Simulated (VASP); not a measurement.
# Ti (P6_3/mmc) in VASP: single point with PBE+U

Aim: the single point of Ti with PBE+U.

Everything below comes from runs of VASP 6.6.1. Logs are shortened: lines on timing, memory, paths and dates and some standing lists are left out, and cuts for length are marked.

## 1. The cell of the first run

The structure is hexagonal, space group P6_3/mmc (No. 194). The conventional cell has a = 2.952 Å, b = 2.952 Å, c = 4.680 Å, α = 90.00°, β = 90.00°, γ = 120.00°. Ti (site symmetry -6m2) has 12 Ti at 2.90 to 2.95 Å within 3.8 Å.

## 2. Single point, PBE+U

INCAR

```
SYSTEM = Ti
ALGO = Normal
EDIFF = 1E-6
ENCUT = 500
GGA = PE
GGA_COMPAT = .FALSE.
ISIF = 2
ISMEAR = -1
LASPH = .TRUE.
LCHARG = .FALSE.
LDAU = .TRUE.
LDAUJ = 0
LDAUL = 2
LDAUPRINT = 1
LDAUTYPE = 2
LDAUU = 2
LMAXMIX = 4
LREAL = .FALSE.
LWAVE = .FALSE.
NBANDS = 19
NELM = 200
PREC = Accurate
SIGMA = 0.1
```

KPOINTS

```
k-points
0
G
  6 6 4
  0 0 0
```

POSCAR

```
Ti
1.0
    2.9519055301      0.0000000000      0.0000000000
   -1.4759527650      2.5564251786      0.0000000000
    0.0000000000      0.0000000000      4.6804841854
Ti
2
Direct
    0.3333333333      0.6666666667      0.2500000000
    0.6666666667      0.3333333333      0.7500000000
```

Potentials or basis: VASP PAW PBE potentials, release 64 (Ti_sv).

Run with:

```sh
$ cat potpaw_PBE.64/Ti_sv/POTCAR > POTCAR
$ mpirun -np 1 vasp_std > vasp.out
```

OUTCAR:

```text
SYSTEM = Ti
   EDIFF = 1E-6
   ENCUT = 500
   GGA = PE
   ISIF = 2
   ISMEAR = -1
   LASPH = .TRUE.
   LREAL = .FALSE.
   NELM = 200
   PREC = Accurate

 ion  position               nearest neighbor table
   1  0.333  0.667  0.250-   2 2.90   2 2.90   2 2.90   2 2.90   2 2.90   2 2.90
   2  0.667  0.333  0.750-   1 2.90   1 2.90   1 2.90   1 2.90   1 2.90   1 2.90

  LATTYP: Found a hexagonal cell.
 ALAT       =     2.9519055301
 C/A-ratio  =     1.5855806149

  Lattice vectors:

 A1 = (   2.9519055301,   0.0000000000,   0.0000000000)
 A2 = (  -1.4759527650,   2.5564251786,   0.0000000000)
 A3 = (   0.0000000000,   0.0000000000,   4.6804841854)

Analysis of symmetry for initial positions (statically):
=====================================================================
 Subroutine PRICEL returns:
 Original cell was already a primitive cell.

 Routine SETGRP: Setting up the symmetry group for a
 hexagonal supercell.

 Subroutine GETGRP returns: Found 24 space group operations
 (whereof 12 operations were pure point group operations)
 out of a pool of 24 trial point group operations.

The static configuration has the point symmetry D_3d.
 The point group associated with its full space group is D_6h.

Analysis of symmetry for dynamics (positions and initial velocities):
=====================================================================
 Subroutine PRICEL returns:
 Original cell was already a primitive cell.

 Routine SETGRP: Setting up the symmetry group for a
 hexagonal supercell.

 Subroutine GETGRP returns: Found 24 space group operations
 (whereof 12 operations were pure point group operations)
 out of a pool of 24 trial point group operations.

The dynamic configuration has the point symmetry D_3d.
 The point group associated with its full space group is D_6h.

 Subroutine INISYM returns: Found 24 space group operations
 (whereof 12 operations are pure point group operations),
 and found     1 'primitive' translations

----------------------------------------------------------------------------------------

                                     Primitive cell

  volume of cell :      35.3205

  direct lattice vectors                    reciprocal lattice vectors
     2.951905530  0.000000000  0.000000000     0.338764229  0.195585619  0.000000000
    -1.475952765  2.556425179  0.000000000     0.000000000  0.391171237  0.000000000
     0.000000000  0.000000000  4.680484185     0.000000000  0.000000000  0.213653109

  length of vectors
     2.951905530  2.951905530  4.680484185     0.391171237  0.391171237  0.213653109

  position of ions in fractional coordinates (direct lattice)
     0.333333333  0.666666667  0.250000000
     0.666666667  0.333333333  0.750000000

  ion indices of the primitive-cell ions
   primitive index   ion index
                 1           1
                 2           2

----------------------------------------------------------------------------------------

 KPOINTS: k-points

Automatic generation of k-mesh.
 Grid dimensions read from file:
 generate k-points for:    6    6    4

 Generating k-lattice:

  Cartesian coordinates                     Fractional coordinates (reciprocal lattice)
     0.056460705  0.032597603  0.000000000     0.166666667 -0.000000000  0.000000000
     0.000000000  0.065195206  0.000000000     0.000000000  0.166666667  0.000000000
     0.000000000  0.000000000  0.053413277     0.000000000  0.000000000  0.250000000

  Length of vectors
     0.065195206  0.065195206  0.053413277

  Shift w.r.t. Gamma in fractional coordinates (k-lattice)
     0.000000000  0.000000000  0.000000000

 Subroutine IBZKPT returns following result:
 ===========================================

 Found     21 irreducible k-points:

 Following reciprocal coordinates:
            Coordinates               Weight
[... 33 lines left out ...]
   ISPIN  =      1    spin polarized calculation?
   LNONCOLLINEAR =      F non collinear calculations
   LSORBIT =      F    spin-orbit coupling
   LASPH  =      T    aspherical Exc in radial PAW
   ENCUT  =  500.0 eV  36.75 Ry    6.06 a.u.   5.38  5.38  8.53*2*pi/ulx,y,z
   NELM   =    200;   NELMIN=  2; NELMDL= -5     # of ELM steps
   EDIFF  = 0.1E-05   stopping-criterion for ELM
   LREAL  =      F    real-space projection
   EDIFFG = 0.1E-04   stopping-criterion for IOM
   NSW    =      0    number of steps for IOM
   IBRION =     -1    ionic relax: 0-MD 1-quasi-New 2-CG
   NFREE  =      0    steps in history (QN), initial steepest desc. (CG)
   ISIF   =      2    stress and relaxation
   ISYM   =      2    0-nonsym 1-usesym 2-fastsym
   POTIM  = 0.5000    time-step for ionic-motion
   TEBEG  =    0.0;   TEEND  =   0.0 temperature during run
   PSTRESS=    0.0 pullay stress
   NELECT =      24.0000    total number of electrons
   NUPDOWN=      -1.0000    fix difference up-down
   EMIN   =  10.00;   EMAX   =-10.00  energy-range for DOS
   EFERMI =   0.00;   METHOD = LEGACY
   ISMEAR =    -1;   SIGMA  =   0.10  broadening in eV -4-tet -1-fermi 0-gaus
   EFERMI_NEDOS =   21; number of points for ismear=-14 and -15
   IALGO  =     38    algorithm
   IMIX   =      4    mixing-type and parameters
     AMIX     =   0.40;   BMIX     =  1.00
     AMIX_MAG =   1.60;   BMIX_MAG =  1.00
  volume/ion in A,a.u.               =      17.66       119.18
  Fermi-wavevector in a.u.,A,eV,Ry     =   1.439251  2.719790 28.183690  2.071443
  Thomas-Fermi vector in A             =   2.558127
   LORBIT       =      0    0 simple, 1 ext, 2 COOP (PROOUT), +10 PAW based schemes
 LDA+U is selected, type is set to LDAUTYPE =  2
   angular momentum for each species LDAUL =     2
   U (eV)           for each species LDAUU =   2.0
   J (eV)           for each species LDAUJ =   0.0
   GGA     = PE    functional components
   LHFCALC =     F    Hartree Fock is set to
   AEXX    =    0.0000 exact exchange contribution
   IVDW    =     0    specifies the selected vdW correction
   LEPSILON=     F    determine dielectric tensor
   LRPA    =     F    only Hartree local field effects (RPA)
 non-spin polarized calculation
  energy-cutoff  :      500.00
  volume of cell :       35.32
 maximum number of plane-waves:       929
 NGX is ok and might be reduce to    24
   NGX = 11   NGY = 11   NGZ = 17

atom =   1  type =  1  l = 2

 onsite density matrix

spin component  1

  0.1912 -0.0000 -0.0000 -0.0000 -0.0000
 -0.0000  0.1506 -0.0000  0.0000  0.0000
 -0.0000 -0.0000  0.2198 -0.0000 -0.0000
 -0.0000  0.0000 -0.0000  0.1506 -0.0000
 -0.0000  0.0000 -0.0000 -0.0000  0.1912

spin component  2

  0.1912 -0.0000 -0.0000 -0.0000 -0.0000
 -0.0000  0.1506 -0.0000  0.0000  0.0000
 -0.0000 -0.0000  0.2198 -0.0000 -0.0000
 -0.0000  0.0000 -0.0000  0.1506 -0.0000
 -0.0000  0.0000 -0.0000 -0.0000  0.1912

 occupancies and eigenvectors

  o =  0.1506  v =  0.0000  0.8969 -0.0000 -0.4423  0.0000  0.0000  0.0000  0.0000  0.0000  0.0000      0.0000  0.0000  0.0000  0.0000  0.0000  0.0000  0.0000  0.0000  0.0000  0.0000
  o =  0.1506  v =  0.0000  0.0000  0.0000  0.0000  0.0000  0.0000  0.8969 -0.0000 -0.4423  0.0000      0.0000  0.0000  0.0000  0.0000  0.0000  0.0000  0.0000  0.0000  0.0000  0.0000
  o =  0.1506  v = -0.0000 -0.4423  0.0000 -0.8969 -0.0000  0.0000  0.0000  0.0000  0.0000  0.0000      0.0000  0.0000  0.0000  0.0000  0.0000  0.0000  0.0000  0.0000  0.0000  0.0000
  o =  0.1506  v =  0.0000  0.0000  0.0000  0.0000  0.0000 -0.0000 -0.4423  0.0000 -0.8969 -0.0000      0.0000  0.0000  0.0000  0.0000  0.0000  0.0000  0.0000  0.0000  0.0000  0.0000
  o =  0.1912  v =  0.0753 -0.0000  0.0000  0.0000  0.9972  0.0000  0.0000  0.0000  0.0000  0.0000      0.0000  0.0000  0.0000  0.0000  0.0000  0.0000  0.0000  0.0000  0.0000  0.0000
  o =  0.1912  v =  0.0000  0.0000  0.0000  0.0000  0.0000  0.0753 -0.0000  0.0000  0.0000  0.9972      0.0000  0.0000  0.0000  0.0000  0.0000  0.0000  0.0000  0.0000  0.0000  0.0000
  o =  0.1912  v =  0.0000  0.0000  0.0000  0.0000  0.0000  0.9972  0.0000  0.0000 -0.0000 -0.0753      0.0000  0.0000  0.0000  0.0000  0.0000  0.0000  0.0000  0.0000  0.0000  0.0000
  o =  0.1912  v =  0.9972  0.0000  0.0000 -0.0000 -0.0753  0.0000  0.0000  0.0000  0.0000  0.0000      0.0000  0.0000  0.0000  0.0000  0.0000  0.0000  0.0000  0.0000  0.0000  0.0000
  o =  0.2198  v =  0.0000  0.0000  0.0000  0.0000  0.0000 -0.0000 -0.0000  1.0000 -0.0000 -0.0000      0.0000  0.0000  0.0000  0.0000  0.0000  0.0000  0.0000  0.0000  0.0000  0.0000
  o =  0.2198  v = -0.0000 -0.0000  1.0000 -0.0000 -0.0000  0.0000  0.0000  0.0000  0.0000  0.0000      0.0000  0.0000  0.0000  0.0000  0.0000  0.0000  0.0000  0.0000  0.0000  0.0000

atom =   2  type =  1  l = 2

 onsite density matrix

spin component  1

  0.1912  0.0000 -0.0000 -0.0000 -0.0000
  0.0000  0.1506 -0.0000  0.0000 -0.0000
 -0.0000 -0.0000  0.2198 -0.0000 -0.0000
 -0.0000  0.0000 -0.0000  0.1506  0.0000
 -0.0000 -0.0000 -0.0000  0.0000  0.1912

spin component  2

  0.1912  0.0000 -0.0000 -0.0000 -0.0000
  0.0000  0.1506 -0.0000  0.0000 -0.0000
 -0.0000 -0.0000  0.2198 -0.0000 -0.0000
 -0.0000  0.0000 -0.0000  0.1506  0.0000
 -0.0000 -0.0000 -0.0000  0.0000  0.1912

 occupancies and eigenvectors

  o =  0.1506  v = -0.0000  0.8969 -0.0000 -0.4423  0.0000  0.0000  0.0000  0.0000  0.0000  0.0000      0.0000  0.0000  0.0000  0.0000  0.0000  0.0000  0.0000  0.0000  0.0000  0.0000
  o =  0.1506  v =  0.0000  0.0000  0.0000  0.0000  0.0000 -0.0000  0.8969 -0.0000 -0.4423  0.0000      0.0000  0.0000  0.0000  0.0000  0.0000  0.0000  0.0000  0.0000  0.0000  0.0000
  o =  0.1506  v = -0.0000  0.4423 -0.0000  0.8969 -0.0000  0.0000  0.0000  0.0000  0.0000  0.0000      0.0000  0.0000  0.0000  0.0000  0.0000  0.0000  0.0000  0.0000  0.0000  0.0000
  o =  0.1506  v =  0.0000  0.0000  0.0000  0.0000  0.0000 -0.0000  0.4423 -0.0000  0.8969 -0.0000      0.0000  0.0000  0.0000  0.0000  0.0000  0.0000  0.0000  0.0000  0.0000  0.0000
  o =  0.1912  v =  0.0000  0.0000  0.0000  0.0000  0.0000 -0.9993  0.0000 -0.0000 -0.0000 -0.0362      0.0000  0.0000  0.0000  0.0000  0.0000  0.0000  0.0000  0.0000  0.0000  0.0000
  o =  0.1912  v = -0.9993  0.0000 -0.0000 -0.0000 -0.0362  0.0000  0.0000  0.0000  0.0000  0.0000      0.0000  0.0000  0.0000  0.0000  0.0000  0.0000  0.0000  0.0000  0.0000  0.0000
  o =  0.1912  v = -0.0362 -0.0000  0.0000  0.0000  0.9993  0.0000  0.0000  0.0000  0.0000  0.0000      0.0000  0.0000  0.0000  0.0000  0.0000  0.0000  0.0000  0.0000  0.0000  0.0000
  o =  0.1912  v =  0.0000  0.0000  0.0000  0.0000  0.0000 -0.0362 -0.0000  0.0000  0.0000  0.9993      0.0000  0.0000  0.0000  0.0000  0.0000  0.0000  0.0000  0.0000  0.0000  0.0000
  o =  0.2198  v =  0.0000  0.0000  0.0000  0.0000  0.0000 -0.0000  0.0000  1.0000 -0.0000 -0.0000      0.0000  0.0000  0.0000  0.0000  0.0000  0.0000  0.0000  0.0000  0.0000  0.0000
  o =  0.2198  v = -0.0000  0.0000  1.0000 -0.0000 -0.0000  0.0000  0.0000  0.0000  0.0000  0.0000      0.0000  0.0000  0.0000  0.0000  0.0000  0.0000  0.0000  0.0000  0.0000  0.0000

 number of electron      24.0000002 magnetization

 Free energy of the ion-electron system (eV)
  ---------------------------------------------------
  ext. energy  EPLUGINS =         0.00000000
  ---------------------------------------------------
  free energy    TOTEN  =       -12.69837152 eV

  energy without entropy =      -12.61839698  energy(sigma->0) =      -12.65838425

 E-fermi :   8.4341     XC(G=0): -11.4515

 val. band max:        8.3922502175   @ k =   0.0000   0.0000   0.2500
 cond. band min:       8.4517091747   @ k =   0.1667   0.0000   0.0000
 fundamental gap:      0.0594589573
 Fermi energy:         8.4341400703

 k-point     1 :       0.0000    0.0000    0.0000
  band No.  band energies     occupation
      1     -49.0305      2.00000
      2     -48.9056      2.00000
      3     -25.5565      2.00000
      4     -24.9775      2.00000
      5     -24.9775      2.00000
      6     -24.8998      2.00000
[... 439 lines left out ...]
      6     -25.2282      2.00000
[... 11 lines left out ...]
     18      11.5750      0.00000
     19      14.9084      0.00000

------------------------ aborting loop because EDIFF is reached ----------------------------------------

  FORCE on cell =-STRESS in cart. coord.  units (eV):
  Direction    XX          YY          ZZ          XY          YZ          ZX
  --------------------------------------------------------------------------------------
  -------------------------------------------------------------------------------------
  Total        0.4853832      0.4853832      0.7208677      0.0000000      0.0000000      0.0000000
  in kB       22.0175493     22.0175493     32.6994047      0.0000000      0.0000000      0.0000000
  external PRESSURE =      25.5781678 kB  Pullay stress =       0.0000000 kB

 VOLUME and BASIS-vectors are now :
 -----------------------------------------------------------------------------
  energy-cutoff  :      500.00
  volume of cell :       35.32
      direct lattice vectors                 reciprocal lattice vectors
     2.951905530  0.000000000  0.000000000     0.338764229  0.195585619  0.000000000
    -1.475952765  2.556425179  0.000000000     0.000000000  0.391171237  0.000000000
     0.000000000  0.000000000  4.680484185     0.000000000  0.000000000  0.213653109

 POSITION                                       TOTAL-FORCE (eV/Angst)
 -----------------------------------------------------------------------------------
     -0.00000      1.70428      1.17012        -0.000000      0.000000      0.000000
      1.47595      0.85214      3.51036         0.000000     -0.000000      0.000000
 -----------------------------------------------------------------------------------
    total drift:                               -0.000000      0.000000     -0.000000

  FREE ENERGIE OF THE ION-ELECTRON SYSTEM (eV)
  ---------------------------------------------------
  free  energy   TOTEN  =       -12.6983715243 eV

  energy  without entropy=      -12.6183969838  energy(sigma->0) =      -12.65838425
```

It used 29 s of CPU time on 1 thread of Intel Xeon 8259CL, with other jobs on the host.

Results:

```yaml
Free_energy: -12.6984 eV
Pressure: 2.6 GPa
Band_gap_on_the_k_mesh: zero (band 12 reaches 9.25 eV, above the bottom of band 13 at 8.12 eV)
```

Eigenvalues of the final occupation matrices:
```csv
site,spin,trace,eigenvalues
site 1 d,1,0.90,0.15 0.15 0.19 0.19 0.22
site 1 d,2,0.90,0.15 0.15 0.19 0.19 0.22
site 2 d,1,0.90,0.15 0.15 0.19 0.19 0.22
site 2 d,2,0.90,0.15 0.15 0.19 0.19 0.22
```

Caveat: the k points lie up to 0.41 Å⁻¹ apart; U without spin polarisation on a metal has little footing; the U is typed as a test and isn't derived for this compound.
